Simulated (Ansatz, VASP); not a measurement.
## CdTe: VASP beside Ansatz

The input INCAR:

```
SYSTEM = CdTe
ALGO     = Normal         ! electronic algorithm
EDIFF    = 1E-6           ! SCF threshold, eV
ENCUT    = 520            ! plane-wave cutoff, eV
GGA      = PE             ! functional
ISIF     = 2              ! what is computed and relaxed
ISMEAR   = 0              ! smearing method
LASPH    = .TRUE.         ! aspherical terms in the spheres
LCHARG   = .FALSE.        ! write CHGCAR
LREAL    = .FALSE.        ! projectors in reciprocal space
LWAVE    = .FALSE.        ! write WAVECAR
NBANDS   = 16             ! bands
NELM     = 80             ! most SCF steps
PREC     = Accurate       ! precision mode
SIGMA    = 0.05           ! smearing width, eV
```

File KPOINTS:

```
k-points
0
G
  10 10 10
  0 0 0
```

Contents of POSCAR:

```
CdTe
1.0
    0.0000000000      3.2094260826      3.2094260826
    3.2094260826      0.0000000000      3.2094260826
    3.2094260826      3.2094260826      0.0000000000
Cd Te
1 1
Direct
    0.0000000000      0.0000000000      0.0000000000
    0.7500000000      0.7500000000      0.7500000000
```

Input for Ansatz:

```yaml
crystal:
  lattice:
    - [0.0, 3.2094260826, 3.2094260826]
    - [3.2094260826, 0.0, 3.2094260826]
    - [3.2094260826, 3.2094260826, 0.0]
  atoms:
    - { symbol: Cd, position: [0.0, 0.0, 0.0] }
    - { symbol: Te, position: [0.75, 0.75, 0.75] }
basis:
  ecutwfc: 420
kpoints:
  mp_grid: { grid: [10, 10, 10] }
hamiltonian:
  xc: pbe
scf:
  occupations: { method: gaussian, width: 0.05 }
output:
  forces: true
  stress: true
  eigenvalues: true
  write_density: true
  write_potential: true
  elf: true
  volumetric_format: npy
```

Change from the starting cell: strain -0.030 along x and y, -0.030 along z, atoms carried along.

Alike in both runs: task single point; functional PBE; k mesh 10 × 10 × 10; occupations gaussian, width 0.05 eV; no spin polarisation.

```csv
,VASP,Ansatz
version,VASP 6.6.1,Ansatz 0.2.0
potentials or method,"VASP PAW PBE potentials, release 64 (Cd, Te), cutoff 520 eV","scalar-relativistic, plane waves, PAW"
valence electrons in the cell,18,36
```

```tsv
	VASP	Ansatz	Ansatz less VASP
gap on the k mesh at the Fermi level (eV)	0.86	0.86	0.000
least direct gap on the mesh (eV)	0.86	0.86	0.000
pressure (GPa)	4.2	4.0	-0.15
```

VASP's potentials hold 18 valence electrons a cell and Ansatz's 36, so a difference there can come from the potentials and not from the codes.

Spin-orbit coupling is off throughout.
